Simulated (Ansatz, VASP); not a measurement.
**Al8H in VASP and in Ansatz**

```
Al H
1.0
     5.71352    0.00000    0.00000
     0.00000    8.08013    0.00000
     0.00000    0.00000   22.24328
Al H
16 2
Direct
  0.25000 0.25000 0.17983
  0.25000 0.75000 0.17983
  0.75000 0.25000 0.17983
  0.75000 0.75000 0.17983
  0.00000 0.00000 0.24405
  0.00000 0.50000 0.24405
  0.50000 0.00000 0.24405
  0.50000 0.50000 0.24405
  0.25000 0.25000 0.31026
  0.25000 0.75000 0.31026
  0.75000 0.25000 0.31026
  0.75000 0.75000 0.31026
  0.00000 0.00000 0.37060
  0.00000 0.50000 0.37060
  0.50000 0.00000 0.37060
  0.50000 0.50000 0.37060
  0.25000 0.20978 0.48749
  0.25000 0.29022 0.48749
```

Alike in both runs: task single point; functional PBE; k mesh 5 × 4 × 1; occupations gaussian, width 0.1 eV; no spin polarisation.

```csv
,VASP,Ansatz
version,VASP 6.6.1,Ansatz 0.2.0
potentials or method,"VASP PAW PBE potentials, release 64 (Al, H), cutoff 520 eV","scalar-relativistic, plane waves, PAW"
valence electrons in the cell,50,50
```

```csv
,VASP,Ansatz,Ansatz less VASP
gap on the k mesh at the Fermi level (eV),none,none,-
rms of the force components (eV/Å),0.950,0.944,-0.0064
```

Atom by atom the forces differ by 0.007 eV/Å (rms over components). A gap of «none» marks a metal or a gap that the smearing closes.
